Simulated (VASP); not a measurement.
Write the native input for VASP 6.6.1 that does the following.

| Property | Result |
| --- | --- |
| Task | single point |
| Functional | LDA |
| Potentials or basis | VASP PAW LDA potentials, release 64 (Mg, O) |
| Cutoff | 520 eV |
| k mesh | 7 × 7 × 4 |
| Occupations | gaussian, width 0.01 eV |
| Spin | no spin polarisation |
| Dipole correction | no |
| Further INCAR settings | ALGO = Normal; EDIFF = 1e-06; NBANDS = 16 |

The structure of MgO lies in POSCAR:

```
MgO
1.0
    3.3077870000      0.0000000000      0.0000000000
   -1.6538930000      2.8646280000      0.0000000000
    0.0000000000      0.0000000000      4.9828820000
Mg O
2 2
Direct
    0.3333333333      0.6666666667      0.0021600000
    0.6666666667      0.3333333333      0.5021600000
    0.3333333333      0.6666666667      0.4024400000
    0.6666666667      0.3333333333      0.9024400000
```

One way to write it, as run:

INCAR

```
SYSTEM = MgO
ALGO = Normal
EDIFF = 1E-6
ENCUT = 520
GGA = CA
ISIF = 2
ISMEAR = 0
LASPH = .TRUE.
LCHARG = .FALSE.
LREAL = .FALSE.
LWAVE = .FALSE.
NBANDS = 16
NELM = 100
PREC = Accurate
SIGMA = 0.01
```

KPOINTS

```
k-points
0
G
  7 7 4
  0 0 0
```

Potentials or basis: VASP PAW LDA potentials, release 64 (Mg, O).

The run is started by

```sh
$ cat potpaw_LDA.64/Mg/POTCAR potpaw_LDA.64/O/POTCAR > POTCAR
$ mpirun -np 1 vasp_std > vasp.out
```

Results of the run:

```json
{
  "Pressure": "-5.4 GPa",
  "Largest force": "0.048 eV/Å",
  "Band gap on the k mesh": "3.36 eV, direct"
}
```

Run time: 11 s on 1 thread of Intel(R) Xeon(R) Platinum 8488C (Sapphire Rapids) (shared host), peak memory 0.15 GiB.
